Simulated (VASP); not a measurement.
KF:

```
K F
1.0
    -0.08863    2.57033    2.57033
     2.57033   -0.08863    2.57033
     2.57033    2.57033   -0.08863
K F
1 1
Direct
  0.00000 0.00000 0.00000
  0.50000 0.50000 0.50000
```

This cell differs from its parent crystal: strain along [111] -5.0%.

Base run:

| Property | Result |
| --- | --- |
| Program | VASP 6.6.1 |
| Functional | r2SCAN |
| Potentials or basis | VASP PAW PBE potentials, release 64 (K_sv, F) |
| Cutoff | 520 eV |
| k mesh | 8 × 8 × 8 |
| Occupations | gaussian, width 0.01 eV |
| Spin | no spin polarisation |

Its results: band gap on the k mesh 7.16 eV, direct; pressure 2.0 GPa.

Question: The run is repeated on the same cell with these changes: functional from r2SCAN to PBE; occupations from gaussian, width 0.01 eV to fermi-dirac, width 0.02 eV. What comes out?

Answer: Band gap on the k mesh 6.48 eV, direct; pressure 4.1 GPa.

Caveats: the PAW data sets were made with another functional, which shifts forces and pressure a little (some runs).

A k mesh can miss the band edges.
